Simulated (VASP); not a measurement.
# Mg (Im-3m) in VASP: notebook

The runs below take Mg through single point, with PBE+D3(BJ).

All numbers are computed with VASP 6.6.1; they aren't measurements. Logs are shortened: lines on timing, memory, paths and dates and some standing lists are left out, and cuts for length are marked.

**1. The cell of the first run**

Symmetry: Im-3m, No. 229, cubic system. Conventional cell: a = 2.953 Å, b = 2.953 Å, c = 2.953 Å, α = 90.00°, β = 90.00°, γ = 90.00°. Within 3.4 Å of Mg (site symmetry m-3m) lie 14 Mg at 2.56 to 2.95 Å.

**2. Single point, PBE+D3(BJ)**

Input file INCAR:

```
SYSTEM = Mg
  ALGO = Normal
  EDIFF = 1E-6
  ENCUT = 600
  GGA = PE
  GGA_COMPAT = .FALSE.
  ISIF = 2
  ISMEAR = -1
  IVDW = 12
  LASPH = .TRUE.
  LCHARG = .FALSE.
  LREAL = .FALSE.
  LWAVE = .FALSE.
  NBANDS = 7
  NELM = 120
  PREC = Accurate
  SIGMA = 0.05
```

Input file KPOINTS:

```
k-points
0
G
  4 4 4
  0 0 0
```

Input file POSCAR:

```
Mg
1.0
   -1.4765000000      1.4765000000      1.4765000000
    1.4765000000     -1.4765000000      1.4765000000
    1.4765000000      1.4765000000     -1.4765000000
Mg
1
Direct
    0.0000000000      0.0000000000      0.0000000000
```

Potentials or basis: VASP PAW PBE potentials, release 64 (Mg).

Command:

```
$ cat potpaw_PBE.64/Mg/POTCAR > POTCAR
$ mpirun -np 1 vasp_std > vasp.out
```

OUTCAR:

```text
SYSTEM = Mg
   EDIFF = 1E-6
   ENCUT = 600
   GGA = PE
   ISIF = 2
   ISMEAR = -1
   IVDW = 12
   LASPH = .TRUE.
   LREAL = .FALSE.
   NELM = 120
   PREC = Accurate
 IVDW          = 12

 ion  position               nearest neighbor table
   1  0.000  0.000  0.000-

  LATTYP: Found a body centered cubic cell.
 ALAT       =     2.9530000000

  Lattice vectors:

 A1 = (  -1.4765000000,   1.4765000000,   1.4765000000)
 A2 = (   1.4765000000,  -1.4765000000,   1.4765000000)
 A3 = (   1.4765000000,   1.4765000000,  -1.4765000000)

Analysis of symmetry for initial positions (statically):
=====================================================================
 Subroutine PRICEL returns:
 Original cell was already a primitive cell.

 Routine SETGRP: Setting up the symmetry group for a
 body centered cubic supercell.

 Subroutine GETGRP returns: Found 48 space group operations
 (whereof 48 operations were pure point group operations)
 out of a pool of 48 trial point group operations.

The static configuration has the point symmetry O_h .

Analysis of symmetry for dynamics (positions and initial velocities):
=====================================================================
 Subroutine PRICEL returns:
 Original cell was already a primitive cell.

 Routine SETGRP: Setting up the symmetry group for a
 body centered cubic supercell.

 Subroutine GETGRP returns: Found 48 space group operations
 (whereof 48 operations were pure point group operations)
 out of a pool of 48 trial point group operations.

The dynamic configuration has the point symmetry O_h .

 Subroutine INISYM returns: Found 48 space group operations
 (whereof 48 operations are pure point group operations),
 and found     1 'primitive' translations

----------------------------------------------------------------------------------------

                                     Primitive cell

  volume of cell :      12.8754

  direct lattice vectors                    reciprocal lattice vectors
    -1.476500000  1.476500000  1.476500000     0.000000000  0.338638673  0.338638673
     1.476500000 -1.476500000  1.476500000     0.338638673  0.000000000  0.338638673
     1.476500000  1.476500000 -1.476500000     0.338638673  0.338638673  0.000000000

  length of vectors
     2.557373017  2.557373017  2.557373017     0.478907403  0.478907403  0.478907403

  position of ions in fractional coordinates (direct lattice)
     0.000000000  0.000000000  0.000000000

  ion indices of the primitive-cell ions
   primitive index   ion index
[... 56 lines left out ...]
   EDIFF  = 0.1E-05   stopping-criterion for ELM
   LREAL  =      F    real-space projection
   EDIFFG = 0.1E-04   stopping-criterion for IOM
   NSW    =      0    number of steps for IOM
   IBRION =     -1    ionic relax: 0-MD 1-quasi-New 2-CG
   NFREE  =      0    steps in history (QN), initial steepest desc. (CG)
   ISIF   =      2    stress and relaxation
   ISYM   =      2    0-nonsym 1-usesym 2-fastsym
   POTIM  = 0.5000    time-step for ionic-motion
   TEBEG  =    0.0;   TEEND  =   0.0 temperature during run
   PSTRESS=    0.0 pullay stress
   NELECT =       2.0000    total number of electrons
   NUPDOWN=      -1.0000    fix difference up-down
   EMIN   =  10.00;   EMAX   =-10.00  energy-range for DOS
   EFERMI =   0.00;   METHOD = LEGACY
   ISMEAR =    -1;   SIGMA  =   0.05  broadening in eV -4-tet -1-fermi 0-gaus
   EFERMI_NEDOS =   21; number of points for ismear=-14 and -15
   IALGO  =     38    algorithm
   IMIX   =      4    mixing-type and parameters
     AMIX     =   0.40;   BMIX     =  1.00
     AMIX_MAG =   1.60;   BMIX_MAG =  1.00
  volume/ion in A,a.u.               =      12.88        86.89
  Fermi-wavevector in a.u.,A,eV,Ry     =   0.880031  1.663018 10.537098  0.774455
  Thomas-Fermi vector in A             =   2.000336
   LORBIT       =      0    0 simple, 1 ext, 2 COOP (PROOUT), +10 PAW based schemes
   GGA     = PE    functional components
   LHFCALC =     F    Hartree Fock is set to
   AEXX    =    0.0000 exact exchange contribution
   IVDW    =    12    specifies the selected vdW correction
   LEPSILON=     F    determine dielectric tensor
   LRPA    =     F    only Hartree local field effects (RPA)
 non-spin polarized calculation
  energy-cutoff  :      600.00
  volume of cell :       12.88
 maximum number of plane-waves:       456
   NGX = 11   NGY = 11   NGZ = 11

 number of electron       2.0000000 magnetization

 Free energy of the ion-electron system (eV)
  ---------------------------------------------------
  ext. energy  EPLUGINS =         0.00000000
  ---------------------------------------------------
  free energy    TOTEN  =        -0.26635595 eV

  energy without entropy =       -0.25578656  energy(sigma->0) =       -0.26107126

 E-fermi :   6.0454     XC(G=0): -10.4949

 val. band max:        5.9904635315   @ k =   0.5000   0.5000   0.2500
 cond. band min:       7.5118949600   @ k =   0.5000   0.5000   0.2500
 fundamental gap:      1.5214314286
 Fermi energy:         6.0454404583

 k-point     1 :       0.0000    0.0000    0.0000
  band No.  band energies     occupation
      1      -3.2712      2.00000
      2      24.0326      0.00000
      3      24.0326      0.00000
      4      24.0326      0.00000
      5      26.7595      0.00000
      6      26.7595      0.00000
      7      28.5163      0.00000
[... 61 lines left out ...]
 k-point     8 :       0.5000    0.5000    0.5000
  band No.  band energies     occupation
      1      10.4694      0.00000
      2      10.4694      0.00000
      3      12.7426      0.00000
      4      12.7426      0.00000
      5      12.7426      0.00000
      6      22.2398      0.00000
      7      39.0163      0.00000

------------------------ aborting loop because EDIFF is reached ----------------------------------------

 Edisp (eV)   -0.51322

 E8    (eV) :    -0.2256

  FORCE on cell =-STRESS in cart. coord.  units (eV):
  Direction    XX          YY          ZZ          XY          YZ          ZX
  --------------------------------------------------------------------------------------
  -------------------------------------------------------------------------------------
  Total       4.56980     4.56980     4.56980    -0.00000     0.00000    -0.00000
  in kB     568.65308   568.65308   568.65308    -0.00000     0.00000    -0.00000
  external pressure =      568.65 kB  Pullay stress =        0.00 kB

 VOLUME and BASIS-vectors are now :
 -----------------------------------------------------------------------------
  energy-cutoff  :      600.00
  volume of cell :       12.88
      direct lattice vectors                 reciprocal lattice vectors
    -1.476500000  1.476500000  1.476500000     0.000000000  0.338638673  0.338638673
     1.476500000 -1.476500000  1.476500000     0.338638673  0.000000000  0.338638673
     1.476500000  1.476500000 -1.476500000     0.338638673  0.338638673  0.000000000

 POSITION                                       TOTAL-FORCE (eV/Angst)
 -----------------------------------------------------------------------------------
      0.00000      0.00000      0.00000         0.000000      0.000000      0.000000
 -----------------------------------------------------------------------------------
    total drift:                                0.000000      0.000000     -0.000000

  FREE ENERGIE OF THE ION-ELECTRON SYSTEM (eV)
  ---------------------------------------------------
  free  energy   TOTEN  =        -0.7795757509 eV

  energy  without entropy=       -0.7690063579  energy(sigma->0) =       -0.77429105
```

Wall time 4.2 s (1 thread of Intel Xeon 8259CL, shared host); peak memory 0.13 GiB.

What came out:

- Free energy: -0.7796 eV
- Pressure: 56.9 GPa
- Band gap on the k mesh: zero (band 1 reaches 10.47 eV, above the bottom of band 2 at 5.65 eV)
- Dispersion energy per atom: -0.513 eV

Levels at points of the mesh, in eV from the Fermi level:
| k point | band 1 | band 2 | band 3 | band 4 | band 5 | band 6 |
| --- | --- | --- | --- | --- | --- | --- |
| (0.00, 0.00, 0.00) | -9.32 | 17.99 | 17.99 | 17.99 | 20.71 | 20.71 |
| (0.50, 0.00, 0.00) | -1.81 | -0.40 | 11.39 | 15.16 | 15.63 | 18.01 |
| (0.50, 0.50, 0.50) | 4.42 | 4.42 | 6.70 | 6.70 | 6.70 | 16.19 |

Caveat: the k points lie up to 0.75 Å⁻¹ apart; pairwise dispersion overbinds metals, which lowers pressure and volume.

**3. Single point, PBE+D3(BJ)**

Input file INCAR:

```
SYSTEM = Mg
PREC = Accurate
ENCUT = 600
EDIFF = 1E-6
ISMEAR = -1
SIGMA = 0.05
LREAL = .False.
LASPH = .True.
NELM = 120
ALGO = Normal
ISIF = 2
LWAVE = .False.
LCHARG = .True.
GGA = PE
IVDW = 12
LELF = .True.
LVHAR = .True.
NBANDS = 7
GGA_COMPAT = .False.
```

Input file KPOINTS:

```
Automatic mesh
0
Gamma
  5 5 5
  0 0 0
```

POSCAR is that of step 2.

Potentials or basis: VASP PAW PBE potentials, release 64 (Mg).

Command:

```
$ cat potpaw_PBE.64/Mg/POTCAR > POTCAR
$ mpirun -np 1 vasp_std > vasp.out
```

OUTCAR:

```text
SYSTEM = Mg
   PREC = Accurate
   ENCUT = 600
   EDIFF = 1E-6
   ISMEAR = -1
   LREAL = .False.
   LASPH = .True.
   NELM = 120
   ISIF = 2
   GGA = PE
   IVDW = 12
 IVDW          = 12

 ion  position               nearest neighbor table
   1  0.000  0.000  0.000-

  LATTYP: Found a body centered cubic cell.
 ALAT       =     2.9530000000

  Lattice vectors:

 A1 = (  -1.4765000000,   1.4765000000,   1.4765000000)
 A2 = (   1.4765000000,  -1.4765000000,   1.4765000000)
 A3 = (   1.4765000000,   1.4765000000,  -1.4765000000)

Analysis of symmetry for initial positions (statically):
=====================================================================
 Subroutine PRICEL returns:
 Original cell was already a primitive cell.

 Routine SETGRP: Setting up the symmetry group for a
 body centered cubic supercell.

 Subroutine GETGRP returns: Found 48 space group operations
 (whereof 48 operations were pure point group operations)
 out of a pool of 48 trial point group operations.

The static configuration has the point symmetry O_h .

Analysis of symmetry for dynamics (positions and initial velocities):
[... 142 lines left out ...]

 val. band max:        6.4852467366   @ k =   0.4000   0.2000   0.0000
 cond. band min:       6.7678613914   @ k =  -0.4000   0.4000   0.4000
 fundamental gap:      0.2826146549
 Fermi energy:         6.5018202490

 k-point     1 :       0.0000    0.0000    0.0000
  band No.  band energies     occupation
      1      -3.2711      2.00000
      2      24.0300      0.00000
      3      24.0300      0.00000
      4      24.0300      0.00000
      5      26.7634      0.00000
      6      26.7634      0.00000
      7      28.5150      0.00000
[... 81 lines left out ...]
 k-point    10 :      -0.4000    0.4000    0.4000
  band No.  band energies     occupation
      1       6.7679      0.00973
      2      11.1573      0.00000
      3      13.2225      0.00000
      4      13.2225      0.00000
      5      16.1643      0.00000
      6      24.1516      0.00000
      7      34.7250      0.00000

------------------------ aborting loop because EDIFF is reached ----------------------------------------

 Edisp (eV)   -0.51322

 E8    (eV) :    -0.2256

  FORCE on cell =-STRESS in cart. coord.  units (eV):
  Direction    XX          YY          ZZ          XY          YZ          ZX
  --------------------------------------------------------------------------------------
  -------------------------------------------------------------------------------------
  Total       4.64622     4.64622     4.64622     0.00000     0.00000     0.00000
  in kB     578.16223   578.16223   578.16223     0.00000     0.00000     0.00000
  external pressure =      578.16 kB  Pullay stress =        0.00 kB

 VOLUME and BASIS-vectors are now :
 -----------------------------------------------------------------------------
  energy-cutoff  :      600.00
  volume of cell :       12.88
      direct lattice vectors                 reciprocal lattice vectors
    -1.476500000  1.476500000  1.476500000     0.000000000  0.338638673  0.338638673
     1.476500000 -1.476500000  1.476500000     0.338638673  0.000000000  0.338638673
     1.476500000  1.476500000 -1.476500000     0.338638673  0.338638673  0.000000000

 POSITION                                       TOTAL-FORCE (eV/Angst)
 -----------------------------------------------------------------------------------
      0.00000      0.00000      0.00000        -0.000000      0.000000      0.000000
 -----------------------------------------------------------------------------------
    total drift:                                0.000000      0.000000     -0.000000

  FREE ENERGIE OF THE ION-ELECTRON SYSTEM (eV)
  ---------------------------------------------------
  free  energy   TOTEN  =        -0.6885671716 eV

  energy  without entropy=       -0.6753711927  energy(sigma->0) =       -0.68196918
```

stdout:

```text
POSCAR found type information on POSCAR Mg
 POSCAR found :  1 types and       1 ions
 scaLAPACK will be used
 LDA part: xc-table for (Slater+PW92), standard interpolation
 POSCAR, INCAR and KPOINTS ok, starting setup
 FFT: planning ... GRIDC
 FFT: planning ... GRID_SOFT
 FFT: planning ... GRID
 WAVECAR not read
 entering main loop
```

It took 4.9 s on 1 thread of Intel Xeon 8259CL, shared host; peak memory 0.13 GiB.

What came out:

```yaml
Free_energy: -0.6886 eV
Pressure: 57.8 GPa
Band_gap_on_the_k_mesh: zero (band 1 reaches 7.35 eV, above the bottom of band 2 at 6.49 eV)
Dispersion_energy_per_atom: -0.513 eV
```

Caveat: the k points lie up to 0.60 Å⁻¹ apart; pairwise dispersion overbinds metals, which lowers pressure and volume.
